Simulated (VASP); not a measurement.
Input of a VASP 6.6.1 run:

The input INCAR:

```
SYSTEM = NaCl
PREC     = Accurate       ! precision mode
ENCUT    = 520            ! plane-wave cutoff, eV
EDIFF    = 1E-6           ! SCF threshold, eV
ISMEAR   = 0              ! smearing method
SIGMA    = 0.01           ! smearing width, eV
LREAL    = .False.        ! projectors in reciprocal space
LASPH    = .True.         ! aspherical terms in the spheres
NELM     = 80             ! most SCF steps
ALGO     = Normal         ! electronic algorithm
ISIF     = 2              ! what is computed and relaxed
LWAVE    = .False.        ! write WAVECAR
LCHARG   = .True.         ! write CHGCAR
GGA      = PE             ! functional
LELF     = .True.         ! ELF
LVHAR    = .True.       
NBANDS   = 14             ! bands
```

Contents of KPOINTS:

```
regular mesh
0
Gamma
  4 4 4
  0 0 0
```

File POSCAR:

```
NaCl
1.0
    3.3401547417      0.0000000000      0.0000000000
    0.0000000000      3.3401547417      0.0000000000
    0.0000000000      0.0000000000      3.3401547417
Na Cl
1 1
Direct
    0.0000000000      0.0000000000      0.0000000000
    0.5000000000      0.5000000000      0.5000000000
```

Potentials or basis: VASP PAW PBE potentials, release 64 (Na_pv, Cl).

The run is started by

```bash
$ cat potpaw_PBE.64/Na_pv/POTCAR potpaw_PBE.64/Cl/POTCAR > POTCAR
$ mpirun -np 1 vasp_std > vasp.out
```

**Question.** Predict the pressure.

**Answer.** 5.4 GPa.

**Question.** What does it give for the band gap on the k mesh?

**Answer.** 4.50 eV, indirect (least direct gap 5.12 eV).

Caveat: the k points lie up to 0.47 Å⁻¹ apart. A k mesh can miss the band edges.
